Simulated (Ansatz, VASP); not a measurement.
**ZnS: VASP beside Ansatz**

The input INCAR:

```
SYSTEM = ZnS
ALGO     = Normal         ! electronic algorithm
EDIFF    = 1E-6           ! SCF threshold, eV
ENCUT    = 520            ! plane-wave cutoff, eV
GGA      = RP             ! functional
ISIF     = 2              ! what is computed and relaxed
ISMEAR   = -1             ! smearing method
LASPH    = .TRUE.         ! aspherical terms in the spheres
LCHARG   = .TRUE.         ! write CHGCAR
LELF     = .TRUE.         ! ELF
LREAL    = .FALSE.        ! projectors in reciprocal space
LVHAR    = .TRUE.       
LWAVE    = .FALSE.        ! write WAVECAR
NBANDS   = 46             ! bands
NELM     = 80             ! most SCF steps
PREC     = Accurate       ! precision mode
SIGMA    = 0.05           ! smearing width, eV
```

The input KPOINTS:

```
k-points
0
G
  8 8 3
  0 0 0
```

The input POSCAR:

```
ZnS
1.0
    3.7710355586      0.0000000000      0.0000000000
   -1.8855177793      3.2658125923      0.0000000000
    0.0000000000      0.0000000000     12.3507900682
Zn S
4 4
Direct
    0.6666666667      0.3333333333      0.7500000000
    0.3333333333      0.6666666667      0.2500000000
    0.0000000000      0.0000000000      0.5000000000
    0.0000000000      0.0000000000      0.0000000000
    0.6666666667      0.3333333333      0.9375000000
    0.3333333333      0.6666666667      0.4375000000
    0.0000000000      0.0000000000      0.6875000000
    0.0000000000      0.0000000000      0.1875000000
```

Contents of input.yaml:

```yaml
crystal:
  lattice:
    - [3.7710355586, 0.0, 0.0]
    - [-1.8855177793, 3.2658125923, 0.0]
    - [0.0, 0.0, 12.3507900682]
  atoms:
    - { symbol: Zn, position: [0.6666666667, 0.3333333333, 0.75] }
    - { symbol: Zn, position: [0.3333333333, 0.6666666667, 0.25] }
    - { symbol: Zn, position: [0.0, 0.0, 0.5] }
    - { symbol: Zn, position: [0.0, 0.0, 0.0] }
    - { symbol: S, position: [0.6666666667, 0.3333333333, 0.9375] }
    - { symbol: S, position: [0.3333333333, 0.6666666667, 0.4375] }
    - { symbol: S, position: [0.0, 0.0, 0.6875] }
    - { symbol: S, position: [0.0, 0.0, 0.1875] }
hamiltonian:
  xc: rpbe
  pseudopotentials: { kind: paw }
kpoints:
  mp_grid: { grid: [8, 8, 3] }
scf:
  occupations: { method: fermi_dirac, width: 0.05 }
output:
  forces: true
  stress: true
  eigenvalues: true
  write_density: true
  write_potential: true
  elf: true
  volumetric_format: npy
```

Alike in both runs: task single point; functional RPBE; k mesh 8 × 8 × 3; occupations fermi-dirac, width 0.05 eV; no spin polarisation.

```csv
,VASP,Ansatz
version,VASP 6.6.1,Ansatz 0.2.0
potentials or method,"VASP PAW PBE potentials, release 64 (Zn, S)",Ansatz PAW
plane-wave cutoff (eV),520,420
valence electrons in the cell,72,72
```

|  | VASP | Ansatz | Ansatz less VASP |
| --- | --- | --- | --- |
| gap on the k mesh at the Fermi level (eV) | 2.48 | 2.48 | -0.003 |
| least direct gap on the mesh (eV) | 2.48 | 2.48 | -0.003 |
| pressure (GPa) | 7.5 | 7.4 | -0.14 |
| traceless stress, the component that is largest in VASP (GPa) | -0.11 | -0.11 | +0.002 |
| rms of the force components (eV/Å) | 0.019 | 0.019 | -0.0003 |

VASP's potentials were made for PBE, not for RPBE. Atom by atom the forces differ by 0.000 eV/Å (rms over components). The functional is the same, so the differences come from potentials, cutoffs and numerics.

Noted on Ansatz's run: odd divisions of the mesh miss points on the zone boundary, where band edges often lie, so the gap on the mesh can be too wide.
